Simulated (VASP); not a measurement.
Crystal: BN.

```
B N
1.0
     0.00000    1.81235    1.81235
     1.81235    0.00000    1.81235
     1.81235    1.81235    0.00000
B N
1 1
Direct
  0.00000 0.00000 0.00000
  0.75000 0.75000 0.75000
```

Base run:

* Program: VASP 6.6.1
* Functional: PBEsol
* Potentials or basis: VASP PAW PBE potentials, release 64 (B, N)
* Cutoff: 520 eV
* k mesh: 12 × 12 × 12
* Occupations: gaussian, width 0.02 eV
* Spin: no spin polarisation

Its results: band gap on the k mesh 4.27 eV, indirect (least direct gap 8.72 eV); pressure -5.3 GPa.

Task: After a change of settings the same cell gave: band gap on the k mesh 4.97 eV, indirect (least direct gap 9.49 eV); pressure -3.7 GPa. Which change was it?
A. functional from PBEsol to r2SCAN
B. functional from PBEsol to PBE; occupations from gaussian, width 0.02 eV to gaussian, width 0.05 eV
C. functional from PBEsol to PBE; further incar settings from ALGO = Normal; EDIFF = 1e-06; NBANDS = 11 to ALGO = Normal; EDIFF = 1e-07; NBANDS = 11

Result: A.

r2SCAN gives the wider gap, since meta-GGAs in the generalised Kohn-Sham scheme recover part of the derivative discontinuity.

Caveats: the PAW data sets were made with another functional, which shifts forces and pressure a little.
